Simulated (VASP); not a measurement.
# Si2Mo (I4/mmm) in VASP: a series of runs

The runs below take Si2Mo through relaxation of shape and atoms at fixed volume, with PBEsol.

Program: VASP 6.6.1. These are calculated values, not measurements. Logs are shortened: lines on timing, memory, paths and dates and some standing lists are left out, and cuts for length are marked.

## 1. The cell of the first run

Symmetry: I4/mmm, No. 139, tetragonal system. The conventional cell has a = 3.087 Å, b = 3.087 Å, c = 7.602 Å, α = 90.00°, β = 90.00°, γ = 90.00°. Si (site symmetry 4mm) has 9 Si at 2.52 to 3.09 Å and 5 Mo at 2.52 to 2.54 Å within 3.3 Å. Within 3.3 Å of Mo (site symmetry 4/mmm) lie 10 Si at 2.52 to 2.54 Å and 4 Mo at 3.09 Å.

## 2. Relaxation of shape and atoms at fixed volume, PBEsol (12.07 Å³/atom)

File INCAR:

```
ALGO = Normal
EDIFF = 1E-7
EDIFFG = -0.01
ENCUT = 600
GGA = PS
IBRION = 2
ISIF = 4
ISMEAR = 0
LASPH = T
LCHARG = F
LREAL = F
LWAVE = F
NELM = 80
NSW = 50
PREC = Accurate
SIGMA = 0.1
```

File KPOINTS:

```
k-points
0
Gamma
  18 18 18
```

File POSCAR:

```
Si2Mo
1.0
   -1.5433597653      1.5433597653      3.8010286113
    1.5433597653     -1.5433597653      3.8010286113
    1.5433597653      1.5433597653     -3.8010286113
Si Mo
2 1
Direct
    0.3342383302      0.3342383302      0.0000000000
    0.6657616698      0.6657616698      0.0000000000
    0.0000000000      0.0000000000      0.0000000000
```

Potentials or basis: VASP PAW PBE potentials, release 64 (Si, Mo_sv).

Started as:

```sh
> cat potpaw_PBE.64/Si/POTCAR potpaw_PBE.64/Mo_sv/POTCAR > POTCAR
> mpirun -np 1 vasp_std > vasp.out
```

OUTCAR:

```text
EDIFF = 1E-7
   EDIFFG = -0.01
   ENCUT = 600
   GGA = PS
   IBRION = 2
   ISIF = 4
   ISMEAR = 0
   LASPH = T
   LREAL = F
   NELM = 80
   NSW = 50
   PREC = Accurate

 ion  position               nearest neighbor table
   1  0.334  0.334  0.000-   2 2.52   3 2.52   3 2.52   3 2.52   3 2.52   2 2.53   2 2.53   2 2.53
                             2 2.53   3 2.54
   2  0.666  0.666  0.000-   1 2.52   3 2.52   3 2.52   3 2.52   3 2.52   1 2.53   1 2.53   1 2.53
                             1 2.53   3 2.54
   3  0.000  0.000  0.000-   2 2.52   2 2.52   2 2.52   1 2.52   2 2.52   1 2.52   1 2.52   1 2.52
                             1 2.54   2 2.54

  LATTYP: Found a body centered tetragonal cell.
 ALAT       =     3.0867195306
 C/A-ratio  =     2.4628273308

  Lattice vectors:

 A1 = (  -1.5433597653,   1.5433597653,   3.8010286113)
 A2 = (   1.5433597653,  -1.5433597653,   3.8010286113)
 A3 = (   1.5433597653,   1.5433597653,  -3.8010286113)

Analysis of symmetry for initial positions (statically):
=====================================================================
 Subroutine PRICEL returns:
 Original cell was already a primitive cell.

 Routine SETGRP: Setting up the symmetry group for a
 body centered tetragonal supercell.

 Subroutine GETGRP returns: Found 16 space group operations
 (whereof 16 operations were pure point group operations)
 out of a pool of 16 trial point group operations.

The static configuration has the point symmetry D_4h.

Analysis of symmetry for dynamics (positions and initial velocities):
=====================================================================
 Subroutine PRICEL returns:
 Original cell was already a primitive cell.

 Routine SETGRP: Setting up the symmetry group for a
 body centered tetragonal supercell.

 Subroutine GETGRP returns: Found 16 space group operations
 (whereof 16 operations were pure point group operations)
 out of a pool of 16 trial point group operations.

The dynamic configuration has the point symmetry D_4h.

 Subroutine INISYM returns: Found 16 space group operations
 (whereof 16 operations are pure point group operations),
 and found     1 'primitive' translations

----------------------------------------------------------------------------------------

                                     Primitive cell

  volume of cell :      36.2156

  direct lattice vectors                    reciprocal lattice vectors
    -1.543359765  1.543359765  3.801028611     0.000000000  0.323968534  0.131543340
     1.543359765 -1.543359765  3.801028611     0.323968534  0.000000000  0.131543340
     1.543359765  1.543359765 -3.801028611     0.323968534  0.323968534  0.000000000

  length of vectors
     4.383119578  4.383119578  4.383119578     0.349655918  0.349655918  0.458160694

  position of ions in fractional coordinates (direct lattice)
     0.334238330  0.334238330  0.000000000
     0.665761670  0.665761670  0.000000000
     0.000000000  0.000000000  0.000000000

  ion indices of the primitive-cell ions
   primitive index   ion index
                 1           1
                 2           2
                 3           3

----------------------------------------------------------------------------------------

 KPOINTS: k-points

Automatic generation of k-mesh.
 Grid dimensions read from file:
 generate k-points for:   18   18   18

 Generating k-lattice:

  Cartesian coordinates                     Fractional coordinates (reciprocal lattice)
     0.000000000  0.017998252  0.007307963     0.055555556  0.000000000 -0.000000000
     0.017998252  0.000000000  0.007307963     0.000000000  0.055555556 -0.000000000
     0.017998252  0.017998252  0.000000000     0.000000000  0.000000000  0.055555556

  Length of vectors
     0.019425329  0.019425329  0.025453372

  Shift w.r.t. Gamma in fractional coordinates (k-lattice)
     0.000000000  0.000000000  0.000000000

 Subroutine IBZKPT returns following result:
 ===========================================

 Found    480 irreducible k-points:

 Following reciprocal coordinates:
            Coordinates               Weight
  0.000000  0.000000  0.000000      1.000000
  0.055556 -0.000000  0.000000      8.000000
  0.111111 -0.000000  0.000000      8.000000
  0.166667  0.000000  0.000000      8.000000
  0.222222 -0.000000  0.000000      8.000000
  0.277778 -0.000000  0.000000      8.000000
[... 16 lines left out ...]
 -0.277778  0.055556  0.000000     16.000000
 -0.222222  0.055556 -0.000000     16.000000
 [... further k-points ...]
   k-points           NKPTS =    480   k-points in BZ     NKDIM =    480   number of bands    NBANDS=     15
   number of dos      NEDOS =    301   number of ions     NIONS =      3
   total plane-waves  NPLWV =  46656
   dimension x,y,z NGX =    36 NGY =   36 NGZ =   36
   dimension x,y,z NGXF=    72 NGYF=   72 NGZF=   72
   ions per type =               2   1
   NGX,Y,Z   is equivalent  to a cutoff of  13.65, 13.65, 13.65 a.u.
   NGXF,Y,Z  is equivalent  to a cutoff of  27.31, 27.31, 27.31 a.u.
 SYSTEM =  unknown system
   PREC   = accura    normal or accurate (medium, high low for compatibility)
   ISTART =      0    job   : 0-new  1-cont  2-samecut
   ICHARG =      2    charge: 1-file 2-atom 10-const
   ISPIN  =      1    spin polarized calculation?
   LNONCOLLINEAR =      F non collinear calculations
   LSORBIT =      F    spin-orbit coupling
   LASPH  =      T    aspherical Exc in radial PAW
   ENCUT  =  600.0 eV  44.10 Ry    6.64 a.u.   8.75  8.75  8.75*2*pi/ulx,y,z
   NELM   =     80;   NELMIN=  2; NELMDL= -5     # of ELM steps
   EDIFF  = 0.1E-06   stopping-criterion for ELM
   LREAL  =      F    real-space projection
   EDIFFG = -.1E-01   stopping-criterion for IOM
   NSW    =     50    number of steps for IOM
   IBRION =      2    ionic relax: 0-MD 1-quasi-New 2-CG
   NFREE  =      1    steps in history (QN), initial steepest desc. (CG)
   ISIF   =      4    stress and relaxation
   ISYM   =      2    0-nonsym 1-usesym 2-fastsym
   POTIM  = 0.5000    time-step for ionic-motion
   TEBEG  =    0.0;   TEEND  =   0.0 temperature during run
   PSTRESS=    0.0 pullay stress
   NELECT =      22.0000    total number of electrons
   NUPDOWN=      -1.0000    fix difference up-down
   EMIN   =  10.00;   EMAX   =-10.00  energy-range for DOS
   EFERMI =   0.00;   METHOD = LEGACY
   ISMEAR =     0;   SIGMA  =   0.10  broadening in eV -4-tet -1-fermi 0-gaus
   EFERMI_NEDOS =   21; number of points for ismear=-14 and -15
   IALGO  =     38    algorithm
   IMIX   =      4    mixing-type and parameters
     AMIX     =   0.40;   BMIX     =  1.00
     AMIX_MAG =   1.60;   BMIX_MAG =  1.00
  volume/ion in A,a.u.               =      12.07        81.46
  Fermi-wavevector in a.u.,A,eV,Ry     =   1.386492  2.620089 26.155280  1.922359
  Thomas-Fermi vector in A             =   2.510802
   LORBIT       =      0    0 simple, 1 ext, 2 COOP (PROOUT), +10 PAW based schemes
   GGA     = PS    functional components
   LHFCALC =     F    Hartree Fock is set to
   AEXX    =    0.0000 exact exchange contribution
   IVDW    =     0    specifies the selected vdW correction
   LEPSILON=     F    determine dielectric tensor
   LRPA    =     F    only Hartree local field effects (RPA)
 conjugate gradient relaxation of ions
 non-spin polarized calculation
 Gauss-broadening in eV      SIGMA  =   0.10
  energy-cutoff  :      600.00
  volume of cell :       36.22
 maximum number of plane-waves:      1233
   NGX = 17   NGY = 17   NGZ = 17

--------------------------------------- Ionic step        1  -------------------------------------------

 number of electron      22.0000001 magnetization

 Free energy of the ion-electron system (eV)
  ---------------------------------------------------
  ext. energy  EPLUGINS =         0.00000000
  ---------------------------------------------------
  free energy    TOTEN  =       -24.80815447 eV

  energy without entropy =      -24.80697123  energy(sigma->0) =      -24.80756285

------------------------ aborting loop because EDIFF is reached ----------------------------------------

  FORCE on cell =-STRESS in cart. coord.  units (eV):
  Direction    XX          YY          ZZ          XY          YZ          ZX
  --------------------------------------------------------------------------------------
  -------------------------------------------------------------------------------------
  Total        5.7836156      5.7836156      6.0487667      0.0000000      0.0000000      0.0000000
  in kB      255.8671455    255.8671455    267.5974297      0.0000000      0.0000000      0.0000000
  external PRESSURE =     259.7772402 kB  Pullay stress =       0.0000000 kB

 VOLUME and BASIS-vectors are now :
 -----------------------------------------------------------------------------
  energy-cutoff  :      600.00
  volume of cell :       36.22
      direct lattice vectors                 reciprocal lattice vectors
    -1.543359765  1.543359765  3.801028611     0.000000000  0.323968534  0.131543340
     1.543359765 -1.543359765  3.801028611     0.323968534  0.000000000  0.131543340
     1.543359765  1.543359765 -3.801028611     0.323968534  0.323968534  0.000000000
[... 75 lines left out ...]
 POSITION                                       TOTAL-FORCE (eV/Angst)
 -----------------------------------------------------------------------------------
      0.00000      0.00000      2.54272        -0.000000     -0.000000     -0.017653
      0.00000      0.00000      5.07383         0.000000      0.000000      0.017653
      0.00000      0.00000     -0.00000        -0.000000     -0.000000     -0.000000
 -----------------------------------------------------------------------------------
    total drift:                               -0.000000     -0.000000      0.000000

  FREE ENERGIE OF THE ION-ELECTRON SYSTEM (eV)
  ---------------------------------------------------
  free  energy   TOTEN  =       -24.8086862849 eV

  energy  without entropy=      -24.8075587545  energy(sigma->0) =      -24.80812252

--------------------------------------- Ionic step        4  -------------------------------------------

 number of electron      22.0000001 magnetization

 Free energy of the ion-electron system (eV)
  ---------------------------------------------------
  ext. energy  EPLUGINS =         0.00000000
  ---------------------------------------------------
  free energy    TOTEN  =       -24.80870411 eV

  energy without entropy =      -24.80758505  energy(sigma->0) =      -24.80814458

 E-fermi :  13.8255     XC(G=0): -13.0176

 val. band max:       13.8151907952   @ k =  -0.4444   0.5000   0.2778
 cond. band min:      13.8368664252   @ k =  -0.3889   0.5000   0.3333
 fundamental gap:      0.0216756301
 Fermi energy:        13.8255458293

 k-point     1 :       0.0000    0.0000    0.0000
  band No.  band energies     occupation
      1     -46.6696      2.00000
      2     -20.9508      2.00000
      3     -20.7806      2.00000
      4     -20.7806      2.00000
      5      -0.4527      2.00000
      6       6.7601      2.00000
      7      10.2198      2.00000
      8      10.4835      2.00000
      9      10.9088      2.00000
     10      10.9088      2.00000
     11      14.3118      0.00000
     12      16.5446      0.00000
     13      17.6832      0.00000
     14      17.8062      0.00000
     15      17.8062      0.00000
[... 397 lines left out ...]
 k-point    24 :      -0.2222    0.0556   -0.0000
  band No.  band energies     occupation
      1     -46.6557      2.00000
      2     -20.9455      2.00000
      3     -20.9343      2.00000
      4     -20.7768      2.00000
      5       0.5005      2.00000
      6       7.0082      2.00000
      7       8.2759      2.00000
      8      10.2101      2.00000
      9      10.9210      2.00000
     10      11.8442      2.00000
     11      12.4068      2.00000
     12      16.0547      0.00000
     13      16.5916      0.00000
     14      18.2039      0.00000
     15      18.6665      0.00000

 [... further k-points ...]

------------------------ aborting loop because EDIFF is reached ----------------------------------------

  FORCE on cell =-STRESS in cart. coord.  units (eV):
  Direction    XX          YY          ZZ          XY          YZ          ZX
  --------------------------------------------------------------------------------------
  -------------------------------------------------------------------------------------
  Total        5.8324157      5.8324157      5.8544949      0.0000000      0.0000000      0.0000000
  in kB      258.0260616    258.0260616    259.0028459      0.0000000      0.0000000      0.0000000
  external PRESSURE =     258.3516564 kB  Pullay stress =       0.0000000 kB

 VOLUME and BASIS-vectors are now :
 -----------------------------------------------------------------------------
  energy-cutoff  :      600.00
  volume of cell :       36.22
      direct lattice vectors                 reciprocal lattice vectors
    -1.542239531  1.542239531  3.806552512     0.000000000  0.324203854  0.131352450
     1.542239531 -1.542239531  3.806552512     0.324203854  0.000000000  0.131352450
     1.542239531  1.542239531 -3.806552512     0.324203854  0.324203854  0.000000000

 POSITION                                       TOTAL-FORCE (eV/Angst)
 -----------------------------------------------------------------------------------
      1.54224      1.54224     -1.26594        -0.000000     -0.000000      0.007253
      0.00000      0.00000      5.07249         0.000000      0.000000     -0.007253
      0.00000      0.00000      7.61311         0.000000      0.000000      0.000000
 -----------------------------------------------------------------------------------
    total drift:                                0.000000      0.000000      0.000000

  FREE ENERGIE OF THE ION-ELECTRON SYSTEM (eV)
  ---------------------------------------------------
  free  energy   TOTEN  =       -24.8087041143 eV

  energy  without entropy=      -24.8075850511  energy(sigma->0) =      -24.80814458

 reached required accuracy - stopping structural energy minimisation
```

Run time: 7.3 min. Hardware: 1 thread of Intel Xeon 6975P-C (Granite Rapids), shared host; peak memory 0.47 GiB.

What came out:

* Free energy: -24.8087 eV
* Energy gained by relaxing: 0.2 meV/atom
* Ionic steps: 4
* Pressure after relaxing: 25.8 GPa
* Largest force after relaxing: 0.007 eV/Å
* Band gap on the k mesh: zero (bands 11 and 12 overlap by 1.04 eV)

Forces on the atoms (eV/Å):
```
Si   0.000  0.000  0.007
Si   0.000  0.000 -0.007
Mo   0.000  0.000  0.000
```

Stress tensor (GPa, compression positive):
```
25.80  0.00  0.00
 0.00 25.80  0.00
 0.00  0.00 25.90
```

The path:
```
step  energy change (eV)  largest force (eV/Å)  pressure (GPa)  volume (Å³)
   1              0.0000                0.0931           25.98        36.22
   2             -0.0004                0.0191           25.77        36.22
   3             -0.0005                0.0177           25.84        36.22
   4             -0.0005                0.0073           25.84        36.22
```

Final structure:
```
CELL_PARAMETERS angstrom
-1.54224 1.54224 3.80655
1.54224 -1.54224 3.80655
1.54224 1.54224 -3.80655
ATOMIC_POSITIONS crystal
Si 0.33372 0.33372 0.00000
Si 0.66628 0.66628 0.00000
Mo 0.00000 0.00000 0.00000
```

Caveat: the PAW data sets were made with another functional, which shifts forces and pressure a little.

## 3. Relaxation of shape and atoms at fixed volume, PBEsol (12.47 Å³/atom)

This run uses another cell than the first one, of 12.47 Å³/atom.

File INCAR:

```
  ALGO = Normal
  EDIFF = 1E-6
  EDIFFG = -0.01
  ENCUT = 600
  GGA = PS
  IBRION = 2
  ISIF = 4
  ISMEAR = 0
  LASPH = T
  LCHARG = F
  LREAL = F
  LWAVE = F
  NELM = 100
  NSW = 50
  PREC = Accurate
  SIGMA = 0.1
```

KPOINTS is that of step 2.

File POSCAR:

```
Si2Mo
1.0
   -1.5613394036      1.5613394036      3.8364302616
    1.5613394036     -1.5613394036      3.8364302616
    1.5613394036      1.5613394036     -3.8364302616
Si Mo
2 1
Direct
    0.3346646335      0.3346646335      0.0000000000
    0.6653353665      0.6653353665      0.0000000000
    0.0000000000      0.0000000000      0.0000000000
```

Potentials or basis: VASP PAW PBE potentials, release 64 (Si, Mo_sv).

Started as:

```sh
> cat potpaw_PBE.64/Si/POTCAR potpaw_PBE.64/Mo_sv/POTCAR > POTCAR
> mpirun -np 1 vasp_std > vasp.out
```

It took 6 min on 1 thread of Intel Xeon 6975P-C (Granite Rapids), shared host; peak memory 0.47 GiB.

It converged, with:

- Free energy: -24.9639 eV
- Energy gained by relaxing: 0.2 meV/atom
- Ionic steps: 4
- Pressure after relaxing: 15.9 GPa
- Largest force after relaxing: 0.006 eV/Å
- Band gap on the k mesh: zero (bands 11 and 12 overlap by 1.01 eV)

Forces in eV/Å, atoms in the order of the input:
```
Si   0.000  0.000  0.006
Si   0.000  0.000 -0.006
Mo   0.000  0.000  0.000
```

Stress tensor (GPa, compression positive):
```
15.91  0.00  0.00
 0.00 15.91  0.00
 0.00  0.00 15.99
```

Step by step:
```csv
step,energy change (eV),largest force (eV/Å),pressure (GPa),volume (Å³)
1,0.0000,0.0902,16.06,37.41
2,-0.0004,0.0116,15.89,37.41
3,-0.0005,0.0169,15.94,37.41
4,-0.0005,0.0057,15.93,37.41
```

Final structure:
```cif
data_structure
_symmetry_space_group_name_H-M 'P 1'
_symmetry_Int_Tables_number 1
_cell_length_a 4.4302
_cell_length_b 4.4302
_cell_length_c 4.4302
_cell_angle_alpha 138.756
_cell_angle_beta 138.756
_cell_angle_gamma 59.747
_cell_volume 37.41
loop_
_atom_site_label
_atom_site_type_symbol
_atom_site_fract_x
_atom_site_fract_y
_atom_site_fract_z
_atom_site_occupancy
Si1 Si 0.33413 0.33413 0.00000 1
Si2 Si 0.66587 0.66587 0.00000 1
Mo1 Mo 0.00000 0.00000 0.00000 1
```

Levels at points of the mesh, in eV from the Fermi level:
```tsv
k point	band 8	band 9	band 10	band 11	band 12	band 13	band 14	band 15
(0.00, 0.00, 0.00)	-3.36	-2.82	-2.82	0.45	2.86	3.63	3.83	3.83
(0.50, 0.00, 0.00)	-4.69	-2.88	-2.75	-0.60	2.53	3.24	4.36	4.63
(0.50, 0.50, 0.00)	-5.17	-4.74	-3.39	-1.16	2.60	3.07	3.36	3.50
(0.50, 0.50, 0.50)	-2.47	-0.65	-0.65	-0.45	-0.45	0.60	4.94	5.99
```

Caveat: the PAW data sets were made with another functional, which shifts forces and pressure a little.

The gap in the log of VASP goes by the Fermi energy; the results here count the filled bands.